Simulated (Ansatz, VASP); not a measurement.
**One calculation of BN, two programs**

INCAR

```
ALGO = Normal ; EDIFF = 1E-6
ENCUT = 600 ; GGA = PS
GGA_COMPAT = F ; ISIF = 2
ISMEAR = 0 ; LASPH = T
LCHARG = T ; LELF = T
LREAL = F ; LVHAR = T
LWAVE = F ; NBANDS = 11
NELM = 120 ; PREC = Accurate
SIGMA = 0.01
```

The input KPOINTS:

```
k-points
0
Gamma
  10 10 10
```

The input POSCAR:

```
BN
1.0
    0.0000000000      1.8025484886      1.8025484886
    1.8025484886      0.0000000000      1.8025484886
    1.8025484886      1.8025484886      0.0000000000
B N
1 1
Direct
    0.0000000000      0.0000000000      0.0000000000
    0.2500000000      0.2500000000      0.2500000000
```

Input for Ansatz:

```yaml
crystal:
  lattice:
    - [0.0, 1.8025484886, 1.8025484886]
    - [1.8025484886, 0.0, 1.8025484886]
    - [1.8025484886, 1.8025484886, 0.0]
  atoms:
    - { symbol: B, position: [0.0, 0.0, 0.0] }
    - { symbol: "N", position: [0.25, 0.25, 0.25] }
basis:
  ecutwfc: 420
kpoints:
  mp_grid: { grid: [10, 10, 10] }
  band_path:
    path:
      - [0.0, 0.0, 0.0]
      - [0.0, 0.0, 0.0]
      - [0.0, 0.0, 0.0]
      - [0.0, 0.0, 0.0]
      - [0.0, 0.0, 0.0]
      - [0.0, 0.0, 0.0]
      - [0.0, 0.0, 0.0]
      - [0.0, 0.0, 0.0]
      - [0.0, 0.0, 0.0]
      - [0.0, 0.0, 0.0]
      - [0.0, 0.0, 0.0]
      - [0.0, 0.0, 0.0]
      - [0.0, 0.0, 0.0]
      - [0.0, 0.0, 0.0]
      - [0.0, 0.0, 0.0]
      - [0.0, 0.0, 0.0]
      - [0.0, 0.0, 0.0]
      - [0.0, 0.0, 0.0]
      - [0.0, 0.0, 0.0]
      - [0.0, 0.0, 0.0]
      - [0.0, 0.0, 0.0]
      - [0.0, 0.0, 0.0]
      - [0.0, 0.0, 0.0]
      - [0.0, 0.0, 0.0]
      - [0.0, 0.0, 0.0]
      - [0.0, 0.0, 0.0]
      - [0.3, 0.3, 0.0]
      - [0.3166666667, 0.3166666667, 0.0]
      - [0.3333333333, 0.3333333333, 0.0]
      - [0.35, 0.35, 0.0]
      - [0.3666666667, 0.3666666667, 0.0]
      - [0.3833333333, 0.3833333333, 0.0]
      - [0.4, 0.4, 0.0]
      - [0.4166666667, 0.4166666667, 0.0]
      - [0.4333333333, 0.4333333333, 0.0]
      - [0.45, 0.45, 0.0]
      - [0.4666666667, 0.4666666667, 0.0]
      - [0.4833333333, 0.4833333333, 0.0]
      - [0.5, 0.5, 0.0]
      - [0.5, 0.5, 0.5]
      - [0.5, 0.5, 0.5]
      - [0.5, 0.5, 0.5]
      - [0.5, 0.5, 0.5]
      - [0.5, 0.5, 0.5]
      - [0.5, 0.5, 0.5]
      - [0.5, 0.5, 0.5]
      - [0.5, 0.5, 0.5]
      - [0.5, 0.5, 0.5]
      - [0.5, 0.5, 0.5]
      - [0.5, 0.5, 0.5]
      - [0.5, 0.5, 0.5]
      - [0.5, 0.5, 0.5]
    npoints: 1
hamiltonian:
  xc: pbesol
  pseudopotentials: { kind: paw, azcp: { folder: soft_1 } }
scf:
  occupations: { method: fixed }
  n_extra_bands: 5
output:
  eigenvalues: true
```

Alike in both runs: task single point; functional PBEsol; k mesh 10 × 10 × 10; no spin polarisation.

|  | VASP | Ansatz |
| --- | --- | --- |
| version | VASP 6.6.1 | Ansatz 0.2.0 |
| potentials or method | VASP PAW PBE potentials, release 64 (B, N), cutoff 600 eV | scalar-relativistic, plane waves, PAW |
| occupations | gaussian, width 0.01 eV | fixed |
| valence electrons in the cell | 8 | 8 |

```csv
,VASP,Ansatz,Ansatz less VASP
gap on the k mesh at the Fermi level (eV),4.29,4.29,+0.008
least direct gap on the mesh (eV),8.80,8.80,+0.004
```

VASP's potentials were made for PBE, not for PBEsol, and Ansatz warns of the same on its side.
